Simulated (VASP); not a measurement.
# MoS2 (P6_3/mmc) in VASP: further runs

MoS2 is run at these levels: PBEsol; tasks: single point.

All numbers are computed with VASP 6.6.1; they aren't measurements. Logs are shortened: lines on timing, memory, paths and dates and some standing lists are left out, and cuts for length are marked.

## Step 1: The cell of the first run

Symmetry: P6_3/mmc, No. 194, hexagonal system. Conventional cell: a = 2.962 Å, b = 2.962 Å, c = 10.750 Å, α = 90.00°, β = 90.00°, γ = 120.00°. Mo (site symmetry -6m2) has 6 S at 2.33 Å and 6 Mo at 2.96 Å within 3.1 Å. S (site symmetry 3m) has 3 Mo at 2.33 Å and 10 S at 2.80 to 3.16 Å within 3.2 Å.

## Step 2: Single point, PBEsol

INCAR

```
PREC = Accurate ; ENCUT = 520
EDIFF = 1E-6 ; ISMEAR = -1
SIGMA = 0.05 ; LREAL = F
LASPH = T ; NELM = 80
ALGO = Normal ; ISIF = 2
LWAVE = F ; LCHARG = T
GGA = PS ; LELF = T
LVHAR = T ; NBANDS = 35
```

KPOINTS

```
regular mesh
0
Gamma
  10 10 2
```

POSCAR

```
MoS2
1.0
    2.9619203482      0.0000000000      0.0000000000
   -1.4809601741      2.5650982655      0.0000000000
    0.0000000000      0.0000000000     10.7503878183
Mo S
2 4
Direct
    0.3333333333      0.6666666667      0.7499977480
    0.6666666667      0.3333333333      0.2500022520
    0.6666666667      0.3333333333      0.6031964890
    0.3333333333      0.6666666667      0.1032003130
    0.6666666667      0.3333333333      0.8967996870
    0.3333333333      0.6666666667      0.3968035110
```

Potentials or basis: VASP PAW PBE potentials, release 64 (Mo_sv, S).

The run is started by

```console
cat potpaw_PBE.64/Mo_sv/POTCAR potpaw_PBE.64/S/POTCAR > POTCAR
mpirun -np 1 vasp_std > vasp.out
```

OUTCAR:

```text
PREC = Accurate
   ENCUT = 520
   EDIFF = 1E-6
   ISMEAR = -1
   LREAL = F
   LASPH = T
   NELM = 80
   ISIF = 2
   GGA = PS

 ion  position               nearest neighbor table
   1  0.333  0.667  0.750-   3 2.33   3 2.33   3 2.33   5 2.33   5 2.33   5 2.33
   2  0.667  0.333  0.250-   6 2.33   6 2.33   6 2.33   4 2.33   4 2.33   4 2.33
   3  0.667  0.333  0.603-   1 2.33   1 2.33   1 2.33
   4  0.333  0.667  0.103-   2 2.33   2 2.33   2 2.33
   5  0.667  0.333  0.897-   1 2.33   1 2.33   1 2.33
   6  0.333  0.667  0.397-   2 2.33   2 2.33   2 2.33

  LATTYP: Found a hexagonal cell.
 ALAT       =     2.9619203482
 C/A-ratio  =     3.6295330578

  Lattice vectors:

 A1 = (   2.9619203482,   0.0000000000,   0.0000000000)
 A2 = (  -1.4809601741,   2.5650982655,   0.0000000000)
 A3 = (   0.0000000000,   0.0000000000,  10.7503878183)

Analysis of symmetry for initial positions (statically):
=====================================================================
 Subroutine PRICEL returns:
 Original cell was already a primitive cell.

 Routine SETGRP: Setting up the symmetry group for a
 hexagonal supercell.

 Subroutine GETGRP returns: Found 24 space group operations
 (whereof 12 operations were pure point group operations)
 out of a pool of 24 trial point group operations.

The static configuration has the point symmetry D_3d.
 The point group associated with its full space group is D_6h.

Analysis of symmetry for dynamics (positions and initial velocities):
=====================================================================
 Subroutine PRICEL returns:
 Original cell was already a primitive cell.

 Routine SETGRP: Setting up the symmetry group for a
 hexagonal supercell.

 Subroutine GETGRP returns: Found 24 space group operations
 (whereof 12 operations were pure point group operations)
 out of a pool of 24 trial point group operations.

The dynamic configuration has the point symmetry D_3d.
 The point group associated with its full space group is D_6h.

 Subroutine INISYM returns: Found 24 space group operations
 (whereof 12 operations are pure point group operations),
 and found     1 'primitive' translations

----------------------------------------------------------------------------------------

                                     Primitive cell

  volume of cell :      81.6773

  direct lattice vectors                    reciprocal lattice vectors
     2.961920348  0.000000000  0.000000000     0.337618802  0.194924306  0.000000000
    -1.480960174  2.565098266  0.000000000     0.000000000  0.389848613  0.000000000
     0.000000000  0.000000000 10.750387818     0.000000000  0.000000000  0.093019900

  length of vectors
     2.961920348  2.961920348 10.750387818     0.389848613  0.389848613  0.093019900

  position of ions in fractional coordinates (direct lattice)
     0.333333333  0.666666667  0.749997748
     0.666666667  0.333333333  0.250002252
     0.666666667  0.333333333  0.603196489
     0.333333333  0.666666667  0.103200313
     0.666666667  0.333333333  0.896799687
     0.333333333  0.666666667  0.396803511

  ion indices of the primitive-cell ions
   primitive index   ion index
                 1           1
                 2           2
                 3           3
                 4           4
                 5           5
                 6           6

----------------------------------------------------------------------------------------

 KPOINTS: regular mesh

Automatic generation of k-mesh.
 Grid dimensions read from file:
 generate k-points for:   10   10    2

 Generating k-lattice:

  Cartesian coordinates                     Fractional coordinates (reciprocal lattice)
     0.033761880  0.019492431  0.000000000     0.100000000 -0.000000000  0.000000000
     0.000000000  0.038984861  0.000000000     0.000000000  0.100000000  0.000000000
     0.000000000  0.000000000  0.046509950     0.000000000  0.000000000  0.500000000

  Length of vectors
     0.038984861  0.038984861  0.046509950

  Shift w.r.t. Gamma in fractional coordinates (k-lattice)
     0.000000000  0.000000000  0.000000000

 Subroutine IBZKPT returns following result:
 ===========================================

 Found     28 irreducible k-points:

 Following reciprocal coordinates:
            Coordinates               Weight
  0.000000  0.000000  0.000000      1.000000
  0.100000  0.000000  0.000000      6.000000
  0.200000  0.000000  0.000000      6.000000
  0.300000  0.000000  0.000000      6.000000
  0.400000  0.000000  0.000000      6.000000
  0.500000  0.000000  0.000000      3.000000
[... 16 lines left out ...]
  0.300000  0.100000  0.500000     12.000000
  0.400000  0.100000  0.500000     12.000000
 [... further k-points ...]
   k-points           NKPTS =     28   k-points in BZ     NKDIM =     28   number of bands    NBANDS=     35
   number of dos      NEDOS =    301   number of ions     NIONS =      6
   total plane-waves  NPLWV =  46080
   dimension x,y,z NGX =    24 NGY =   24 NGZ =   80
   dimension x,y,z NGXF=    48 NGYF=   48 NGZF=  160
   ions per type =               2   4
   NGX,Y,Z   is equivalent  to a cutoff of  13.47, 13.47, 12.37 a.u.
   NGXF,Y,Z  is equivalent  to a cutoff of  26.94, 26.94, 24.74 a.u.
 SYSTEM =  unknown system
   PREC   = accura    normal or accurate (medium, high low for compatibility)
   ISTART =      0    job   : 0-new  1-cont  2-samecut
   ICHARG =      2    charge: 1-file 2-atom 10-const
   ISPIN  =      1    spin polarized calculation?
   LNONCOLLINEAR =      F non collinear calculations
   LSORBIT =      F    spin-orbit coupling
   LASPH  =      T    aspherical Exc in radial PAW
   ENCUT  =  520.0 eV  38.22 Ry    6.18 a.u.   5.51  5.51 19.99*2*pi/ulx,y,z
   NELM   =     80;   NELMIN=  2; NELMDL= -5     # of ELM steps
   EDIFF  = 0.1E-05   stopping-criterion for ELM
   LREAL  =      F    real-space projection
   EDIFFG = 0.1E-04   stopping-criterion for IOM
   NSW    =      0    number of steps for IOM
   IBRION =     -1    ionic relax: 0-MD 1-quasi-New 2-CG
   NFREE  =      0    steps in history (QN), initial steepest desc. (CG)
   ISIF   =      2    stress and relaxation
   ISYM   =      2    0-nonsym 1-usesym 2-fastsym
   POTIM  = 0.5000    time-step for ionic-motion
   TEBEG  =    0.0;   TEEND  =   0.0 temperature during run
   PSTRESS=    0.0 pullay stress
   NELECT =      52.0000    total number of electrons
   NUPDOWN=      -1.0000    fix difference up-down
   EMIN   =  10.00;   EMAX   =-10.00  energy-range for DOS
   EFERMI =   0.00;   METHOD = LEGACY
   ISMEAR =    -1;   SIGMA  =   0.05  broadening in eV -4-tet -1-fermi 0-gaus
   EFERMI_NEDOS =   21; number of points for ismear=-14 and -15
   IALGO  =     38    algorithm
   IMIX   =      4    mixing-type and parameters
     AMIX     =   0.40;   BMIX     =  1.00
     AMIX_MAG =   1.60;   BMIX_MAG =  1.00
  volume/ion in A,a.u.               =      13.61        91.86
  Fermi-wavevector in a.u.,A,eV,Ry     =   1.408344  2.661384 26.986245  1.983433
  Thomas-Fermi vector in A             =   2.530511
   LORBIT       =      0    0 simple, 1 ext, 2 COOP (PROOUT), +10 PAW based schemes
   GGA     = PS    functional components
   LHFCALC =     F    Hartree Fock is set to
   AEXX    =    0.0000 exact exchange contribution
   IVDW    =     0    specifies the selected vdW correction
   LEPSILON=     F    determine dielectric tensor
   LRPA    =     F    only Hartree local field effects (RPA)
 non-spin polarized calculation
  energy-cutoff  :      520.00
  volume of cell :       81.68
 maximum number of plane-waves:      2272
 NGX is ok and might be reduce to    24
   NGX = 11   NGY = 11   NGZ = 39

 number of electron      52.0000005 magnetization

 Free energy of the ion-electron system (eV)
  ---------------------------------------------------
  ext. energy  EPLUGINS =         0.00000000
  ---------------------------------------------------
  free energy    TOTEN  =       -45.28586133 eV

  energy without entropy =      -45.28263535  energy(sigma->0) =      -45.28424834

 E-fermi :  11.7703     XC(G=0): -12.6071

 val. band max:       11.6091270200   @ k =   0.0000   0.0000   0.0000
 cond. band min:      11.7847881574   @ k =   0.2000   0.2000   0.0000
 fundamental gap:      0.1756611375
 Fermi energy:        11.7703381501

 k-point     1 :       0.0000    0.0000    0.0000
  band No.  band energies     occupation
      1     -49.8295      2.00000
      2     -49.8293      2.00000
      3     -24.2016      2.00000
      4     -24.1998      2.00000
      5     -23.6626      2.00000
      6     -23.6626      2.00000
[... 27 lines left out ...]
     34      14.5565      0.00000
     35      17.7883      0.00000

 k-point     2 :       0.1000    0.0000    0.0000
  band No.  band energies     occupation
      1     -49.8203      2.00000
      2     -49.8201      2.00000
      3     -24.1856      2.00000
      4     -24.1838      2.00000
      5     -23.7400      2.00000
      6     -23.7398      2.00000
[... 27 lines left out ...]
     34      14.4155      0.00000
     35      18.6048      0.00000

 k-point     3 :       0.2000    0.0000    0.0000
  band No.  band energies     occupation
      1     -49.7961      2.00000
      2     -49.7959      2.00000
      3     -24.1434      2.00000
      4     -24.1419      2.00000
      5     -23.9388      2.00000
      6     -23.9387      2.00000
[... 27 lines left out ...]
     34      15.2030      0.00000
     35      18.8987      0.00000
[... 723 lines left out ...]
 k-point    23 :       0.3000    0.1000    0.5000
  band No.  band energies     occupation
      1     -49.7491      2.00000
      2     -49.7489      2.00000
      3     -24.2761      2.00000
      4     -24.2759      2.00000
      5     -24.0608      2.00000
      6     -24.0607      2.00000
[... 27 lines left out ...]
     34      15.7166      0.00000
     35      17.9540      0.00000

 k-point    24 :       0.4000    0.1000    0.5000
  band No.  band energies     occupation
      1     -49.7321      2.00000
      2     -49.7319      2.00000
      3     -24.3964      2.00000
      4     -24.3963      2.00000
      5     -24.0311      2.00000
      6     -24.0310      2.00000
[... 27 lines left out ...]
     34      15.6047      0.00000
     35      17.9612      0.00000

 [... further k-points ...]

------------------------ aborting loop because EDIFF is reached ----------------------------------------

  FORCE on cell =-STRESS in cart. coord.  units (eV):
  Direction    XX          YY          ZZ          XY          YZ          ZX
  --------------------------------------------------------------------------------------
  -------------------------------------------------------------------------------------
  Total       15.2961658     15.2961658     15.2922667      0.0000000      0.0000000      0.0000000
  in kB      300.0486309    300.0486309    299.9721465      0.0000000      0.0000000      0.0000000
  external PRESSURE =     300.0231361 kB  Pullay stress =       0.0000000 kB

 VOLUME and BASIS-vectors are now :
 -----------------------------------------------------------------------------
  energy-cutoff  :      520.00
  volume of cell :       81.68
      direct lattice vectors                 reciprocal lattice vectors
     2.961920348  0.000000000  0.000000000     0.337618802  0.194924306  0.000000000
    -1.480960174  2.565098266  0.000000000     0.000000000  0.389848613  0.000000000
     0.000000000  0.000000000 10.750387818     0.000000000  0.000000000  0.093019900

 POSITION                                       TOTAL-FORCE (eV/Angst)
 -----------------------------------------------------------------------------------
     -0.00000      1.71007      8.06277        -0.000000      0.000000      0.000000
      1.48096      0.85503      2.68762         0.000000     -0.000000      0.000000
      1.48096      0.85503      6.48460        -0.000000     -0.000000      0.021968
     -0.00000      1.71007      1.10944        -0.000000     -0.000000      0.021968
      1.48096      0.85503      9.64094        -0.000000     -0.000000     -0.021968
     -0.00000      1.71007      4.26579         0.000000      0.000000     -0.021968
 -----------------------------------------------------------------------------------
    total drift:                               -0.033169      0.019150     -0.044479

  FREE ENERGIE OF THE ION-ELECTRON SYSTEM (eV)
  ---------------------------------------------------
  free  energy   TOTEN  =       -45.2858613313 eV

  energy  without entropy=      -45.2826353506  energy(sigma->0) =      -45.28424834
```

It took 30 s on 1 thread of Intel Xeon 6975P-C (Granite Rapids), shared host; peak memory 0.23 GiB.

What came out:

```yaml
Free_energy: -45.2859 eV
Pressure: 30.0 GPa
Largest_force: 0.022 eV/Å
Band_gap_on_the_k_mesh: zero (bands 26 and 27 overlap by 0.26 eV)
```

Forces on the atoms (eV/Å):
```
Mo   0.000  0.000  0.000
Mo   0.000  0.000  0.000
S    0.000  0.000  0.022
S    0.000  0.000  0.022
S    0.000  0.000 -0.022
S    0.000  0.000 -0.022
```

Caveat: the cell stands under pressure; the PAW data sets were made with another functional, which shifts forces and pressure a little.

(Part 1 of 2 ends here.)

The gap in the log of VASP goes by the Fermi energy; the results here count the filled bands.